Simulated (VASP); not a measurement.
# CuO (C2/c) in VASP: a series of runs

The runs below take CuO through single point, with PBE.

Program: VASP 6.6.1. These are calculated values, not measurements. Logs are shortened: lines on timing, memory, paths and dates and some standing lists are left out, and cuts for length are marked.

## (1) The cell of the first run

Symmetry: C2/c, No. 15, monoclinic system. The conventional cell has a = 4.673 Å, b = 3.477 Å, c = 5.119 Å, α = 90.00°, β = 98.56°, γ = 90.00°. Cu (site symmetry -1) has 4 O at 1.91 to 1.98 Å within 2.5 Å. O (site symmetry 2) has 4 Cu at 1.91 to 1.98 Å and 2 O at 2.58 Å within 2.6 Å.

## (2) Single point, PBE, collinear spin

File INCAR:

```
SYSTEM = CuO
PREC = Accurate ; ENCUT = 820
EDIFF = 1E-6 ; ISMEAR = -1
SIGMA = 0.03 ; LREAL = .False.
LASPH = .True. ; NELM = 200
ALGO = Normal ; ISIF = 2
LWAVE = .False. ; LCHARG = .False.
ISPIN = 2 ; MAGMOM = 1.5 1.5 0 0
LORBIT = 11 ; LMAXMIX = 4
GGA = PE ; NBANDS = 37
GGA_COMPAT = .False.
```

File KPOINTS:

```
regular mesh
0
Gamma
  7 7 4
  0 0 0
```

File POSCAR:

```
CuO
1.0
    2.3366000000     -1.7385000000      0.0000000000
    2.3366000000      1.7385000000      0.0000000000
   -0.7621600000      0.0000000000      5.0619400000
Cu O
2 2
Direct
    0.0000000000      0.5000000000      0.0000000000
    0.5000000000      0.0000000000      0.5000000000
    0.5483000000      0.4517000000      0.2500000000
    0.4517000000      0.5483000000      0.7500000000
```

Potentials or basis: VASP PAW PBE potentials, release 64 (Cu_sv_GW, O).

Command:

```bash
$ cat potpaw_PBE.64/Cu_sv_GW/POTCAR potpaw_PBE.64/O/POTCAR > POTCAR
$ mpirun -np 1 vasp_std > vasp.out
```

OUTCAR:

```text
SYSTEM = CuO
   PREC = Accurate
   ENCUT = 820
   EDIFF = 1E-6
   ISMEAR = -1
   LREAL = .False.
   LASPH = .True.
   NELM = 200
   ISIF = 2
   ISPIN = 2
   LORBIT = 11
   GGA = PE

 ion  position               nearest neighbor table
   1  0.000  0.500  0.000-   3 1.91   4 1.91   4 1.98   3 1.98
   2  0.500  0.000  0.500-   4 1.91   3 1.91   4 1.98   3 1.98
   3  0.548  0.452  0.250-   2 1.91   1 1.91   2 1.98   1 1.98
   4  0.452  0.548  0.750-   1 1.91   2 1.91   2 1.98   1 1.98

  LATTYP: Found a base centered monoclinic cell.
 ALAT       =     4.6732000000
 B/A-ratio  =     0.7440297869
 C/A-ratio  =     1.0953942540
 COS(beta)  =    -0.1488885587

  Lattice vectors:

 A1 = (   2.3366000000,  -1.7385000000,   0.0000000000)
 A2 = (   2.3366000000,   1.7385000000,   0.0000000000)
 A3 = (  -0.7621600000,   0.0000000000,   5.0619400000)

Analysis of symmetry for initial positions (statically):
=====================================================================
 Subroutine PRICEL returns:
 Original cell was already a primitive cell.

 Routine SETGRP: Setting up the symmetry group for a
 base centered monoclinic supercell.

 Subroutine GETGRP returns: Found  4 space group operations
 (whereof  2 operations were pure point group operations)
 out of a pool of  4 trial point group operations.

The static configuration has the point symmetry S_2 .
 The point group associated with its full space group is C_2h.

Analysis of symmetry for dynamics (positions and initial velocities):
=====================================================================
 Subroutine PRICEL returns:
 Original cell was already a primitive cell.

 Routine SETGRP: Setting up the symmetry group for a
 base centered monoclinic supercell.

 Subroutine GETGRP returns: Found  4 space group operations
 (whereof  2 operations were pure point group operations)
 out of a pool of  4 trial point group operations.

The dynamic configuration has the point symmetry S_2 .
 The point group associated with its full space group is C_2h.

Analysis of structural, dynamic, and magnetic symmetry:
=====================================================================
 Subroutine PRICEL returns:
 Original cell was already a primitive cell.

 Routine SETGRP: Setting up the symmetry group for a
 base centered monoclinic supercell.

 Subroutine GETGRP returns: Found  4 space group operations
 (whereof  2 operations were pure point group operations)
 out of a pool of  4 trial point group operations.

The overall configuration has the point symmetry S_2 .
 The point group associated with its full space group is C_2h.

 Subroutine INISYM returns: Found  4 space group operations
 (whereof  2 operations are pure point group operations),
 and found     1 'primitive' translations

----------------------------------------------------------------------------------------

                                     Primitive cell

  volume of cell :      41.1250

  direct lattice vectors                    reciprocal lattice vectors
     2.336600000 -1.738500000  0.000000000     0.213986134 -0.287604257  0.032219203
     2.336600000  1.738500000  0.000000000     0.213986134  0.287604257  0.032219203
    -0.762160000  0.000000000  5.061940000     0.000000000  0.000000000  0.197552717

  length of vectors
     2.912401382  2.912401382  5.118996428     0.359922701  0.359922701  0.197552717

  position of ions in fractional coordinates (direct lattice)
     0.000000000  0.500000000  0.000000000
     0.500000000  0.000000000  0.500000000
     0.548300000  0.451700000  0.250000000
     0.451700000  0.548300000  0.750000000

  ion indices of the primitive-cell ions
   primitive index   ion index
                 1           1
                 2           2
                 3           3
                 4           4

----------------------------------------------------------------------------------------

 KPOINTS: regular mesh

Automatic generation of k-mesh.
 Grid dimensions read from file:
 generate k-points for:    7    7    4

 Generating k-lattice:

  Cartesian coordinates                     Fractional coordinates (reciprocal lattice)
     0.030569448 -0.041086322  0.004602743     0.142857143  0.000000000  0.000000000
     0.030569448  0.041086322  0.004602743     0.000000000  0.142857143  0.000000000
     0.000000000  0.000000000  0.049388179     0.000000000  0.000000000  0.250000000

  Length of vectors
     0.051417529  0.051417529  0.049388179

  Shift w.r.t. Gamma in fractional coordinates (k-lattice)
     0.000000000  0.000000000  0.000000000

 Subroutine IBZKPT returns following result:
 ===========================================

 Found     60 irreducible k-points:

 Following reciprocal coordinates:
            Coordinates               Weight
  0.000000  0.000000  0.000000      1.000000
  0.142857 -0.000000  0.000000      4.000000
  0.285714  0.000000  0.000000      4.000000
  0.428571 -0.000000  0.000000      4.000000
  0.142857  0.142857  0.000000      2.000000
  0.285714  0.142857  0.000000      4.000000
[... 16 lines left out ...]
 -0.142857  0.000000  0.250000      4.000000
  0.142857  0.142857  0.250000      2.000000
 [... further k-points ...]
   k-points           NKPTS =     60   k-points in BZ     NKDIM =     60   number of bands    NBANDS=     37
   number of dos      NEDOS =    301   number of ions     NIONS =      4
   total plane-waves  NPLWV =  37632
   dimension x,y,z NGX =    28 NGY =   28 NGZ =   48
   dimension x,y,z NGXF=    56 NGYF=   56 NGZF=   96
   ions per type =               2   2
   NGX,Y,Z   is equivalent  to a cutoff of  15.98, 15.98, 15.59 a.u.
   NGXF,Y,Z  is equivalent  to a cutoff of  31.97, 31.97, 31.18 a.u.
 SYSTEM =  CuO
   PREC   = accura    normal or accurate (medium, high low for compatibility)
   ISTART =      0    job   : 0-new  1-cont  2-samecut
   ICHARG =      2    charge: 1-file 2-atom 10-const
   ISPIN  =      2    spin polarized calculation?
   LNONCOLLINEAR =      F non collinear calculations
   LSORBIT =      F    spin-orbit coupling
   LASPH  =      T    aspherical Exc in radial PAW
   ENCUT  =  820.0 eV  60.27 Ry    7.76 a.u.   6.80  6.80 11.95*2*pi/ulx,y,z
   NELM   =    200;   NELMIN=  2; NELMDL= -5     # of ELM steps
   EDIFF  = 0.1E-05   stopping-criterion for ELM
   LREAL  =      F    real-space projection
   EDIFFG = 0.1E-04   stopping-criterion for IOM
   NSW    =      0    number of steps for IOM
   IBRION =     -1    ionic relax: 0-MD 1-quasi-New 2-CG
   NFREE  =      0    steps in history (QN), initial steepest desc. (CG)
   ISIF   =      2    stress and relaxation
   ISYM   =      2    0-nonsym 1-usesym 2-fastsym
   POTIM  = 0.5000    time-step for ionic-motion
   TEBEG  =    0.0;   TEEND  =   0.0 temperature during run
   PSTRESS=    0.0 pullay stress
   NELECT =      50.0000    total number of electrons
   NUPDOWN=      -1.0000    fix difference up-down
   EMIN   =  10.00;   EMAX   =-10.00  energy-range for DOS
   EFERMI =   0.00;   METHOD = LEGACY
   ISMEAR =    -1;   SIGMA  =   0.03  broadening in eV -4-tet -1-fermi 0-gaus
   EFERMI_NEDOS =   21; number of points for ismear=-14 and -15
   IALGO  =     38    algorithm
   IMIX   =      4    mixing-type and parameters
     AMIX     =   0.40;   BMIX     =  1.00
     AMIX_MAG =   1.60;   BMIX_MAG =  1.00
  volume/ion in A,a.u.               =      10.28        69.38
  Fermi-wavevector in a.u.,A,eV,Ry     =   1.747281  3.301883 41.538474  3.052992
  Thomas-Fermi vector in A             =   2.818612
   LORBIT       =     11    0 simple, 1 ext, 2 COOP (PROOUT), +10 PAW based schemes
   GGA     = PE    functional components
   LHFCALC =     F    Hartree Fock is set to
   AEXX    =    0.0000 exact exchange contribution
   IVDW    =     0    specifies the selected vdW correction
   LEPSILON=     F    determine dielectric tensor
   LRPA    =     F    only Hartree local field effects (RPA)
 spin polarized calculation
  energy-cutoff  :      820.00
  volume of cell :       41.13
 maximum number of plane-waves:      2207
   NGX = 13   NGY = 13   NGZ = 23

 number of electron      49.9999979 magnetization       0.0002443

 number of electron      49.9999979 magnetization      -0.0000019

 Free energy of the ion-electron system (eV)
  ---------------------------------------------------
  ext. energy  EPLUGINS =         0.00000000
  ---------------------------------------------------
  free energy    TOTEN  =       -19.74087832 eV

  energy without entropy =      -19.73554262  energy(sigma->0) =      -19.73821047

 E-fermi :   5.6683     XC(G=0): -12.1711

 val. band max:        5.6512995909   @ k =  -0.2857   0.1429   0.5000
 cond. band min:       5.6858829962   @ k =  -0.1429   0.0000   0.2500
 fundamental gap:      0.0345834053
 Fermi energy:         5.6682511391

 spin component 1

 k-point     1 :       0.0000    0.0000    0.0000
  band No.  band energies     occupation
      1    -107.0316      1.00000
      2    -107.0310      1.00000
      3     -64.5788      1.00000
      4     -64.5759      1.00000
      5     -64.4908      1.00000
      6     -64.4850      1.00000
[... 949 lines left out ...]
     36      24.1939      0.00000
     37      25.4718      0.00000

 [... further k-points ...]

 spin component 2

 k-point     1 :       0.0000    0.0000    0.0000
  band No.  band energies     occupation
      1    -107.0316      1.00000
      2    -107.0310      1.00000
      3     -64.5788      1.00000
      4     -64.5759      1.00000
      5     -64.4907      1.00000
      6     -64.4850      1.00000
[... 949 lines left out ...]
     36      24.1941      0.00000
     37      25.4709      0.00000

 [... further k-points ...]

------------------------ aborting loop because EDIFF is reached ----------------------------------------

  FORCE on cell =-STRESS in cart. coord.  units (eV):
  Direction    XX          YY          ZZ          XY          YZ          ZX
  --------------------------------------------------------------------------------------
  -------------------------------------------------------------------------------------
  Total        1.0326830      1.9809416      1.8900360      0.0000000      0.0000000      0.5997374
  in kB       40.2319955     77.1749222     73.6333557      0.0000000      0.0000000     23.3649930
  external PRESSURE =      63.6800911 kB  Pullay stress =       0.0000000 kB

 VOLUME and BASIS-vectors are now :
 -----------------------------------------------------------------------------
  energy-cutoff  :      820.00
  volume of cell :       41.13
      direct lattice vectors                 reciprocal lattice vectors
     2.336600000 -1.738500000  0.000000000     0.213986134 -0.287604257  0.032219203
     2.336600000  1.738500000  0.000000000     0.213986134  0.287604257  0.032219203
    -0.762160000  0.000000000  5.061940000     0.000000000  0.000000000  0.197552717

 POSITION                                       TOTAL-FORCE (eV/Angst)
 -----------------------------------------------------------------------------------
      1.16830      0.86925      0.00000        -0.000000      0.000000      0.000000
      0.78722     -0.86925      2.53097        -0.000000      0.000000      0.000000
      2.14606     -0.16794      1.26548         0.000000     -0.171900      0.000000
      1.76498      0.16794      3.79645        -0.000000      0.171900      0.000000
 -----------------------------------------------------------------------------------
    total drift:                               -0.000000      0.000000      0.000000

  FREE ENERGIE OF THE ION-ELECTRON SYSTEM (eV)
  ---------------------------------------------------
  free  energy   TOTEN  =       -19.7408783209 eV

  energy  without entropy=      -19.7355426151  energy(sigma->0) =      -19.73821047

 total charge

# of ion       s       p       d       f       tot
--------------------------------------------------
    1        2.249   6.377   8.859   0.013  17.498
    2        2.249   6.377   8.859   0.013  17.498
    3        1.574   3.394   0.000   0.000   4.968
    4        1.574   3.394   0.000   0.000   4.968
--------------------------------------------------
tot          7.646  19.542  17.717   0.027  44.933

 magnetization (x)

# of ion       s       p       d       f       tot
--------------------------------------------------
    1        0.000   0.000   0.000  -0.000   0.000
    2        0.000   0.000   0.000  -0.000   0.000
    3       -0.000  -0.000   0.000   0.000  -0.000
    4       -0.000  -0.000   0.000   0.000  -0.000
--------------------------------------------------
tot         -0.000   0.000   0.000  -0.000   0.000
```

Run time: 5.9 min. Hardware: 1 thread of Intel Xeon Platinum 8259CL at 2.50GHz (Skylake/Cascade Lake), shared host; peak memory 0.41 GiB.

Results:

```
Free energy                                           : -19.7409 eV
Pressure                                              : 6.4 GPa
Largest force                                         : 0.172 eV/Å
Band gap on the k mesh                                : zero (filled and empty bands overlap)
Net moment                                            : 0.00 μB per cell
Valence electrons inside the program's atomic spheres : Cu 17.50; O 4.97
```

Forces in eV/Å, atoms in the order of the input:
```
Cu   0.000  0.000  0.000
Cu   0.000  0.000  0.000
O    0.000 -0.172  0.000
O    0.000  0.172  0.000
```

Caveat: the cell stands under pressure; semilocal functionals often make such compounds metallic where correlation or magnetic order opens a gap, which also shifts bond lengths. With open d or f shells a metallic result of PBE can be an artefact of self-interaction; +U or a hybrid may open a gap.

(Continued in part 2 of 2.)

The gap in the log of VASP goes by the Fermi energy; the results here count the filled bands.